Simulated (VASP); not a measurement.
Runs of VASP 6.6.1 on LiF. It takes space group Fm-3m (No. 225, cubic). Conventional cell: a = 4.083 Å, b = 4.083 Å, c = 4.083 Å, α = 90.00°, β = 90.00°, γ = 90.00°. Li (site symmetry m-3m) has 6 F at 2.04 Å within 2.7 Å. F (site symmetry m-3m) has 6 Li at 2.04 Å within 2.7 Å. 

```csv
level,potentials or basis,spin,k mesh,cutoff (eV),gap on the mesh (eV),pressure (GPa)
LDA,"VASP PAW LDA potentials, release 64 (Li_sv, F)",off,10 × 10 × 10,750,8.47,(b)
PBE,"VASP PAW PBE potentials, release 64 (Li_sv, F)","collinear, zero start",2 × 2 × 2,520,8.58,-
PBE,"VASP PAW PBE potentials, release 64 (Li_sv, F)",off,6 × 6 × 6,750,8.72,-1.5
PBE,"VASP PAW PBE potentials, release 64 (Li_sv, F)",off,10 × 10 × 10,520,8.73,-
r2SCAN,"VASP PAW PBE potentials, release 64 (Li_sv, F)",off,10 × 10 × 10,520,(a),-
```

Alike in all rows: task single point; cell as given; smearing gaussian 0.1 eV.

**Question.** Estimate the missing entries.

**Answer.** (a) 9.88; (b) -9.1.

Caveats: some runs use coarse meshes; the cutoff is under 1.25 times the usual one of these potentials, so pressure, stress and relaxed cells hold a basis-set (Pulay) error (some runs); the PAW data sets were made with another functional, which shifts forces and pressure a little (some runs).

A k mesh can miss the band edges.
